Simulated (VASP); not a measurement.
Runs of VASP 6.6.1 on Al2Cu. The structure is that of space group Immm (No. 71), or close to it. The cells are those of the table. 

```tsv
cell	further INCAR settings	gap on the mesh (eV)	pressure (GPa)	largest force (eV/Å)
a = 3.887, b = 4.090, c = 5.784 Å, 6 atoms	ALGO = Fast; EDIFF = 1e-07; NBANDS = 26	none	(b)	0.17
a = 4.211, b = 4.009, c = 5.669 Å, 6 atoms	ALGO = Fast; EDIFF = 1e-06; NBANDS = 26	none	-1.5	(a)
a = 3.806, b = 4.101, c = 5.907 Å, 6 atoms	ALGO = Fast; EDIFF = 1e-06; NBANDS = 26	none	(c)	-
a = 3.887, b = 4.082, c = 5.822 Å, 6 atoms	ALGO = Fast; EDIFF = 1e-06; NBANDS = 26	none	2.7	-
a = 3.806, b = 4.110, c = 5.812 Å, 6 atoms	ALGO = Fast; EDIFF = 1e-06; NBANDS = 26	none	3.9	0.19
```

Alike in all rows: task single point; level PBEsol; potentials or basis VASP PAW PBE potentials, release 64 (Al, Cu); no spin polarisation; k mesh 10 × 10 × 6; cutoff (eV) 520; smearing gaussian 0.1 eV.

Task: Fill in the values left out.

Result: (a) 0.13; (b) 2.5; (c) 2.3.

Caveats: the PAW data sets were made with another functional, which shifts forces and pressure a little.

A gap of «none» marks levels without a gap at the run's occupations.
